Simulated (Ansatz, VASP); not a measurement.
## Cu in VASP and in Ansatz

```xyz
1
Lattice="0.0000 1.6629 1.9521 1.6629 0.0000 1.9521 1.6629 1.6629 0.0000" Properties=species:S:1:pos:R:3 pbc="T T T"
Cu    0.0000    0.0000    0.0000
```

Change from the starting cell: strain -0.080 along x and y, +0.080 along z, atoms carried along.

Alike in both runs: task single point; functional PBE; k mesh 22 × 22 × 22; occupations gaussian, width 0.15 eV; no spin polarisation.

|  | VASP | Ansatz |
| --- | --- | --- |
| version | VASP 6.6.1 | Ansatz 0.2.0 |
| potentials or method | VASP PAW PBE potentials, release 64 (Cu), cutoff 520 eV | scalar-relativistic, plane waves, PAW |
| valence electrons in the cell | 11 | 19 |

Ansatz gave:

| Item | Value |
| --- | --- |
| gap on the k mesh at the Fermi level (eV) | none |
| pressure (GPa) | 20.4 |
| traceless stress, the component that is largest in VASP (GPa) | -13.67 |

Q: Which values does VASP return?

A: gap on the k mesh at the Fermi level (eV): none; pressure (GPa): 21.2; traceless stress, the component that is largest in VASP (GPa): -13.56.

A gap of «none» marks a metal or a gap that the smearing closes. VASP's potentials hold 11 valence electrons a cell and Ansatz's 19, so a difference there can come from the potentials and not from the codes.
